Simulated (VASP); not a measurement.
Write the native input for VASP 6.6.1 that does the following.

- Task: single point
- Functional: PBE
- Potentials or basis: VASP PAW PBE potentials, release 64 (Sr_sv, Be)
- Cutoff: 520 eV
- k mesh: 6 × 6 × 6
- Occupations: gaussian, width 0.1 eV
- Spin: no spin polarisation
- Dipole correction: no
- Further INCAR settings: ALGO = Normal; EDIFF = 1e-07; NBANDS = 23

The structure of SrBe2 lies in POSCAR:

```
SrBe2
1.0
   -2.2707784842      2.2707784842      5.2385800981
    2.2707784842     -2.2707784842      5.2385800981
    2.2707784842      2.2707784842     -5.2385800981
Sr Be
2 4
Direct
    0.2500000000      0.2500000000      0.0000000000
    0.7500000000      0.7500000000      0.0000000000
    0.6611133196      0.1611133196      0.8222266392
    0.1611133196      0.3388866804      0.5000000000
    0.3388866804      0.8388866804      0.1777733608
    0.8388866804      0.6611133196      0.5000000000
```

These files were run (other wordings do the same):

INCAR

```
SYSTEM = SrBe2
  PREC = Accurate
  ENCUT = 520
  EDIFF = 1E-7
  ISMEAR = 0
  SIGMA = 0.1
  LREAL = .False.
  LASPH = .True.
  NELM = 100
  ALGO = Normal
  ISIF = 2
  LWAVE = .False.
  LCHARG = .False.
  GGA = PE
  NBANDS = 23
```

KPOINTS

```
regular mesh
0
Gamma
  6 6 6
  0 0 0
```

Potentials or basis: VASP PAW PBE potentials, release 64 (Sr_sv, Be).

Command:

```console
$ cat potpaw_PBE.64/Sr_sv/POTCAR potpaw_PBE.64/Be/POTCAR > POTCAR
$ mpirun -np 1 vasp_std > vasp.out
```

It gave:

```json
{
  "Pressure": "0.1 GPa",
  "Band gap on the k mesh": "zero (bands 14 and 15 overlap by 0.94 eV)"
}
```

Wall time 2.6 min on 1 thread of Intel(R) Xeon(R) Platinum 8375C CPU @ 2.90GHz (Ice Lake), with other jobs on the host, peak memory 0.35 GiB.
